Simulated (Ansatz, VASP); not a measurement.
Two plane-wave programs on Gd

File INCAR:

```
ALGO = Normal
EDIFF = 1E-6
ENCUT = 520
GGA = PE
ISIF = 2
ISMEAR = -1
ISPIN = 2
LASPH = T
LCHARG = F
LMAXMIX = 6
LORBIT = 11
LREAL = F
LWAVE = F
MAGMOM = 7.372 7.372
NBANDS = 29
NELM = 150
PREC = Accurate
SIGMA = 0.05
```

Contents of KPOINTS:

```
k-points
0
Gamma
  5 5 3
```

Contents of POSCAR:

```
Gd
1.0
    3.6483276435      0.0000000000      0.0000000000
   -1.8241638217      3.1595444206      0.0000000000
    0.0000000000      0.0000000000      5.8327272018
Gd
2
Direct
    0.3333333333      0.6666666667      0.2500000000
    0.6666666667      0.3333333333      0.7500000000
```

Input for Ansatz:

```yaml
crystal:
  lattice:
    - [3.6483276435, 0.0, 0.0]
    - [-1.8241638217, 3.1595444206, 0.0]
    - [0.0, 0.0, 5.8327272018]
  atoms:
    - { symbol: Gd, position: [0.3333333333, 0.6666666667, 0.25], spin: 7.372 }
    - { symbol: Gd, position: [0.6666666667, 0.3333333333, 0.75], spin: 7.372 }
hamiltonian:
  xc: pbe
  pseudopotentials:
    kind: paw
    azcp:
      Gd: "pseudopotentials/Gd.paw.azcp"
basis:
  ecutwfc: 420
  fft_grid_basis: typed
kpoints:
  mp_grid: { grid: [5, 5, 3], shift: [0, 0, 0] }
magnetization:
  spin_polarized: true
scf:
  occupations: { method: fermi_dirac, width: 0.05 }
  lower_state_search: "off"
output:
  stress: true
```

Alike in both runs: task single point; functional PBE; k mesh 5 × 5 × 3; occupations fermi-dirac, width 0.05 eV; collinear spin.

|  | VASP | Ansatz |
| --- | --- | --- |
| version | VASP 6.6.1 | Ansatz 0.2.0 |
| potentials or method | VASP PAW PBE potentials, release 64 (Gd), cutoff 520 eV | plane waves (420 eV) with PAW, scalar-relativistic |
| valence electrons in the cell | 36 | 36 |

Ansatz gave:

* pressure (GPa): 0.3
* net moment per atom (μB): 7.66
* size of the moment on the site where the two differ most (μB): 7.36

Task: Estimate VASP's values.

Result: Pressure (GPa): 0.2; net moment per atom (μB): 7.67; size of the moment on the site where the two differ most (μB): 7.00.

Site moments also hang on the region over which each program counts them.

The k mesh is coarse, so the values compare programs but aren't converged. Spin-orbit coupling is off throughout.
